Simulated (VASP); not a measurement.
# RbBr: single point with r2SCAN

The system is RbBr.

```
Rb Br
1.0
     0.00000    3.86950    3.86950
     3.86950    0.00000    3.86950
     3.86950    3.86950    0.00000
Rb Br
1 1
Direct
  0.00000 0.00000 0.00000
  0.25000 0.25000 0.25000
```

```yaml
Program: VASP 6.6.1
Task: single point
Functional: r2SCAN
Potentials_or_basis: VASP PAW PBE potentials, release 64 (Rb_sv, Br)
Cutoff: 550 eV
k_mesh: 4 × 4 × 4
Occupations: gaussian, width 0.01 eV
Spin: no spin polarisation
Dipole_correction: no
Further_INCAR_settings: ALGO = Normal; EDIFF = 1e-06; NBANDS = 15
```

- Pressure: 0.0 GPa
- Band gap on the k mesh: 4.65 eV (least direct gap 4.73 eV)

Levels at points of the mesh, in eV from the valence-band top:
| k point | band 4 | band 5 | band 6 | band 7 | band 8 | band 9 | band 10 | band 11 | band 12 | band 13 |
| --- | --- | --- | --- | --- | --- | --- | --- | --- | --- | --- |
| (0.00, 0.00, 0.00) | -8.92 | -8.92 | -0.09 | -0.09 | -0.09 | 4.65 | 8.89 | 8.89 | 9.84 | 9.84 |
| (0.50, 0.00, 0.00) | -8.93 | -8.87 | -0.28 | -0.04 | -0.04 | 6.94 | 6.96 | 8.47 | 8.47 | 9.98 |
| (0.50, 0.50, 0.00) | -8.95 | -8.83 | -0.37 | 0.00 | 0.00 | 6.40 | 7.29 | 9.38 | 9.80 | 9.81 |

Run time: 87 s on 1 thread of Intel(R) Xeon(R) Platinum 8488C (Sapphire Rapids), with other jobs on the host, peak memory 0.28 GiB.

Caveat: the PAW data sets were made with another functional, which shifts forces and pressure a little. A k mesh can miss the band edges.
